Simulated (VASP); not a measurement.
Here is a VASP 6.6.1 calculation.

File INCAR:

```
  ALGO = Normal
  EDIFF = 1E-6
  EDIFFG = -0.04
  ENCUT = 600
  GGA = PE
  IBRION = 2
  ISIF = 3
  ISMEAR = 0
  LASPH = True
  LCHARG = False
  LREAL = False
  LWAVE = False
  NELM = 80
  NSW = 90
  PREC = Accurate
  SIGMA = 0.1
```

KPOINTS

```
k-points
0
Gamma
  4 4 4
```

File POSCAR:

```
Al5As
1.0
    0.0000000000      3.8703103800      3.8703103800
    3.8703103800      0.0000000000      3.8703103800
    3.8703103800      3.8703103800      0.0000000000
Al As
5 1
Direct
    0.5822873400      0.5822873400      0.5822873400
    0.5822873400      0.5822873400      0.2531379800
    0.5822873400      0.2531379800      0.5822873400
    0.2531379800      0.5822873400      0.5822873400
    0.0000000000      0.0000000000      0.0000000000
    0.7500000000      0.7500000000      0.7500000000
```

Potentials or basis: VASP PAW PBE potentials, release 64 (Al, As).

Command:

```console
$ cat potpaw_PBE.64/Al/POTCAR potpaw_PBE.64/As/POTCAR > POTCAR
$ mpirun -np 1 vasp_std > vasp.out
```

(1) Estimate the band gap on the k mesh.

(2) Estimate the relaxed volume.

Answers

(1) zero (band 10 reaches 3.34 eV, above the bottom of band 11 at 2.22 eV).

(2) 32.21 Å³/atom.

Caveat: the volume moved by over 15 % at a fixed basis, so the end points are rough.
